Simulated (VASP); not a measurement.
# MnH4 (P-3m1) in VASP: a series of runs, part 2 of 2

VASP 6.6.1.

## 4. Relaxation of cell and atoms, PBE, collinear spin, ferromagnetic start

Contents of INCAR:

```
SYSTEM = MnH4
PREC = Accurate ; ENCUT = 600
EDIFF = 1E-7 ; ISMEAR = 0
SIGMA = 0.1 ; LREAL = .FALSE.
LASPH = .TRUE. ; NELM = 150
ALGO = Normal ; ISIF = 3
LWAVE = .FALSE. ; LCHARG = .FALSE.
ISPIN = 2 ; MAGMOM = 4 0 0 0 0
LORBIT = 11 ; LMAXMIX = 4
GGA = PE ; IBRION = 2
NSW = 90 ; EDIFFG = -0.04
```

Contents of KPOINTS:

```
regular mesh
0
G
  12 12 2
  0 0 0
```

Contents of POSCAR:

```
MnH4
1.0
    2.4172049600      0.0000000000      0.0000000000
   -1.2086024800      2.0933609000      0.0000000000
    0.0000000000      0.0000000000      7.7724775500
Mn H
1 4
Direct
    0.0000000000      0.0000000000      0.0000000000
    0.3333333300      0.6666666700      0.8658552800
    0.3333333300      0.6666666700      0.3767953500
    0.6666666700      0.3333333300      0.1341447200
    0.6666666700      0.3333333300      0.6232046500
```

Run with:

```console
$ cat potpaw_PBE.64/Mn_pv/POTCAR potpaw_PBE.64/H/POTCAR > POTCAR
$ mpirun -np 1 vasp_std > vasp.out
```

Run time: 17 min. Hardware: 1 thread of Intel Xeon 6975P-C, shared host; peak memory 0.23 GiB.

Results (log left out):

* Free energy: -20.5926 eV
* Relaxed volume: 8.00 Å³/atom
* Relaxed cell: a = 2.436 Å, b = 2.436 Å, c = 7.789 Å, α = 90.00°, β = 90.00°, γ = 120.00°
* Space group after relaxing (to 0.05 Å): P-3m1 (No. 164)
* Energy gained by relaxing: 542.9 meV/atom
* Ionic steps: 30
* Pressure after relaxing: 0.1 GPa
* Largest force after relaxing: 0.026 eV/Å
* Net moment: 1.81 μB per cell
* Site moments: Mn +1.83; H -0.03, +0.00 μB
* Valence electrons inside the program's atomic spheres: Mn 12.03; H 0.57, 0.42

Forces on the atoms (eV/Å):
```
Mn   0.000  0.000  0.000
H    0.000  0.000 -0.026
H    0.000  0.000  0.003
H    0.000  0.000  0.026
H    0.000  0.000 -0.003
```

Stress tensor (GPa, compression positive):
```
-0.20  0.00  0.00
 0.00 -0.20  0.00
 0.00  0.00  0.65
```

Step by step:
| step | energy change (eV) | largest force (eV/Å) | pressure (GPa) | volume (Å³) |
| --- | --- | --- | --- | --- |
| 1 | 0.0000 | 0.4153 | -0.04 | 39.33 |
| 2 | -0.0298 | 0.4795 | -0.30 | 39.32 |
| 3 | -0.1694 | 0.8855 | -1.04 | 39.25 |
| 4 | -0.6349 | 1.5926 | -3.83 | 39.01 |
| 5 | -1.5716 | 1.5101 | -5.23 | 37.99 |
| 6 | -1.3590 | 0.3068 | -6.34 | 33.66 |
| 7 | -1.6374 | 0.4172 | -6.11 | 35.81 |
| 8 | -1.6412 | 1.0124 | -6.35 | 36.87 |
| 9 | -1.6623 | 0.7269 | -6.32 | 36.37 |
| 10 | -1.6853 | 0.6492 | -6.08 | 36.15 |
| 11 | -1.7216 | 0.3832 | -5.29 | 35.50 |
| 12 | -1.7589 | 0.3932 | -4.87 | 35.24 |
| 13 | -1.8691 | 0.4077 | -3.00 | 34.46 |
| 14 | -2.0473 | 0.5754 | 1.92 | 32.88 |
| 15 | -2.1478 | 1.3590 | 18.51 | 29.67 |
| 16 | -2.1743 | 1.0813 | 11.76 | 30.67 |
| 17 | -2.2379 | 1.0343 | 11.66 | 30.72 |
| 18 | -2.4021 | 0.8272 | 11.35 | 30.84 |
| 19 | -2.5479 | 0.1956 | 11.22 | 30.90 |
| 20 | -2.6069 | 0.0559 | 5.81 | 31.97 |
| 21 | -2.6279 | 0.2912 | -0.16 | 33.43 |
| 22 | -2.6285 | 0.2579 | 0.53 | 33.23 |
| 23 | -2.6348 | 0.2354 | 0.48 | 33.41 |
| 24 | -2.6512 | 0.1678 | 0.46 | 33.94 |
| 25 | -2.6738 | 0.0502 | 0.70 | 35.02 |
| 26 | -2.6820 | 0.2595 | 1.59 | 37.20 |
| 27 | -2.6903 | 0.1997 | 0.83 | 37.90 |
| 28 | -2.7015 | 0.1072 | -1.30 | 40.01 |
| 29 | -2.7096 | 0.0608 | -0.71 | 40.02 |
| 30 | -2.7146 | 0.0258 | 0.08 | 40.01 |

Final structure:
```cif
data_structure
_symmetry_space_group_name_H-M 'P 1'
_symmetry_Int_Tables_number 1
_cell_length_a 2.4356
_cell_length_b 2.4356
_cell_length_c 7.7888
_cell_angle_alpha 90.000
_cell_angle_beta 90.000
_cell_angle_gamma 120.000
_cell_volume 40.01
loop_
_atom_site_label
_atom_site_type_symbol
_atom_site_fract_x
_atom_site_fract_y
_atom_site_fract_z
_atom_site_occupancy
Mn1 Mn 0.00000 0.00000 0.00000 1
H1 H 0.33333 0.66667 0.86819 1
H2 H 0.33333 0.66667 0.49994 1
H3 H 0.66667 0.33333 0.13181 1
H4 H 0.66667 0.33333 0.50006 1
```

Levels at points of the mesh, in eV from the Fermi level:
Spin up:
```
           k point  band 7  band 8  band 9  band 10  band 11  band 12
(0.00, 0.00, 0.00)   -3.34   -1.86   -1.86    -0.28    -0.28     4.49
(0.50, 0.00, 0.00)   -2.58   -1.22   -0.88     1.02     1.22     4.45
(0.00, 0.00, 0.50)   -3.41   -1.86   -1.86    -0.28    -0.28     3.73
(0.50, 0.00, 0.50)   -2.63   -1.21   -0.88     1.02     1.18     4.44
```
Spin down:
```tsv
k point	band 6	band 7	band 8	band 9	band 10	band 11
(0.00, 0.00, 0.00)	-5.67	-1.85	-0.53	-0.53	1.84	1.84
(0.50, 0.00, 0.00)	-2.88	-2.57	0.58	1.14	1.32	2.56
(0.00, 0.00, 0.50)	-5.50	-1.97	-0.53	-0.53	1.84	1.84
(0.50, 0.00, 0.50)	-2.93	-2.58	0.67	1.14	1.19	2.56
```

Caveat: the k points lie up to 0.40 Å⁻¹ apart in the final cell.

## 5. Single point, PBE, collinear spin, ferromagnetic start

This run uses another cell than the first one, of 8.86 Å³/atom, 1.127 times its volume.

Contents of INCAR:

```
SYSTEM = MnH4
  ALGO = Normal
  EDIFF = 1E-6
  ENCUT = 520
  GGA = PE
  ISIF = 2
  ISMEAR = 0
  ISPIN = 2
  LASPH = .TRUE.
  LCHARG = .FALSE.
  LMAXMIX = 4
  LORBIT = 11
  LREAL = .FALSE.
  LWAVE = .FALSE.
  MAGMOM = 1.49 0 0 0 0
  NBANDS = 20
  NELM = 150
  PREC = Accurate
  SIGMA = 0.1
```

Contents of KPOINTS:

```
k-points
0
G
  18 18 6
  0 0 0
```

Contents of POSCAR:

```
MnH4
1.0
    2.4275941887      0.0000000000      0.0000000000
   -1.2137970944      2.1023582375      0.0000000000
    0.0000000000      0.0000000000      8.6841000947
Mn H
1 4
Direct
    0.0000000000      0.0000000000      0.0000000000
    0.3333333333      0.6666666667      0.8808841188
    0.3333333333      0.6666666667      0.4999588330
    0.6666666667      0.3333333333      0.1191158812
    0.6666666667      0.3333333333      0.5000411670
```

Run with:

```console
$ cat potpaw_PBE.64/Mn_pv/POTCAR potpaw_PBE.64/H/POTCAR > POTCAR
$ mpirun -np 1 vasp_std > vasp.out
```

Wall time 4.6 min (1 thread of Intel Xeon 6975P-C, shared host); peak memory 0.37 GiB.

Results (log left out):

- Free energy: -20.6046 eV
- Pressure: 0.0 GPa
- Largest force: 0.012 eV/Å
- Net moment: 1.74 μB per cell
- Site moments: Mn +1.75; H -0.02, -0.00 μB
- Valence electrons inside the program's atomic spheres: Mn 12.04; H 0.57, 0.42

Forces in eV/Å, atoms in the order of the input:
```
Mn   0.000  0.000  0.000
H    0.000  0.000 -0.012
H    0.000  0.000  0.002
H    0.000  0.000  0.012
H    0.000  0.000 -0.002
```

Levels at points of the mesh, in eV from the Fermi level:
Spin up:
```tsv
k point	band 7	band 8	band 9	band 10	band 11	band 12
(0.00, 0.00, 0.00)	-3.38	-1.83	-1.83	-0.22	-0.22	3.81
(0.50, 0.00, 0.00)	-2.65	-1.17	-0.84	1.09	1.23	4.47
(0.00, 0.00, 0.50)	-3.41	-1.83	-1.83	-0.22	-0.22	3.33
(0.50, 0.00, 0.50)	-2.66	-1.17	-0.84	1.09	1.22	4.47
```
Spin down:
| k point | band 5 | band 6 | band 7 | band 8 | band 9 | band 10 | band 11 | band 12 |
| --- | --- | --- | --- | --- | --- | --- | --- | --- |
| (0.00, 0.00, 0.00) | -8.75 | -5.69 | -1.97 | -0.57 | -0.57 | 1.84 | 1.84 | 3.83 |
| (0.50, 0.00, 0.00) | -3.48 | -2.94 | -2.65 | 0.62 | 1.13 | 1.25 | 2.55 | 5.49 |
| (0.00, 0.00, 0.50) | -8.78 | -5.64 | -2.02 | -0.57 | -0.57 | 1.84 | 1.84 | 3.54 |
| (0.50, 0.00, 0.50) | -3.47 | -2.95 | -2.65 | 0.64 | 1.13 | 1.22 | 2.55 | 5.49 |

## 6. Overview

| task | cell | k mesh | cutoff (eV) | gap on the mesh (eV) | pressure (GPa) | moment (μB) | largest force (eV/Å) |
| --- | --- | --- | --- | --- | --- | --- | --- |
| single point | a = 2.417, b = 2.417, c = 7.772 Å, angles 90.0, 90.0, 120.0°, 5 atoms | 12 × 12 × 2 | 520 | none | -0.2 | 1.51 | 0.42 |
| single point | a = 2.422, b = 2.422, c = 8.151 Å, angles 90.0, 90.0, 120.0°, 5 atoms | 12 × 12 × 2 | 520 | none | 0.1 | 1.67 | - |
| relaxation of cell and atoms | relaxed from a = 2.417, b = 2.417, c = 7.772 Å, angles 90.0, 90.0, 120.0°, 5 atoms | 12 × 12 × 2 | 600 | none | 0.1 | 1.81 | 0.03 |
| single point | a = 2.428, b = 2.428, c = 8.684 Å, angles 90.0, 90.0, 120.0°, 5 atoms | 18 × 18 × 6 | 520 | none | 0.0 | 1.74 | 0.01 |

Alike in all rows: level PBE; potentials or basis VASP PAW PBE potentials, release 64 (Mn_pv, H); spin collinear, ferromagnetic start; smearing gaussian 0.1 eV.

Caveats: some runs use coarse meshes.

Absolute energies hang on the potentials; compare differences alone.
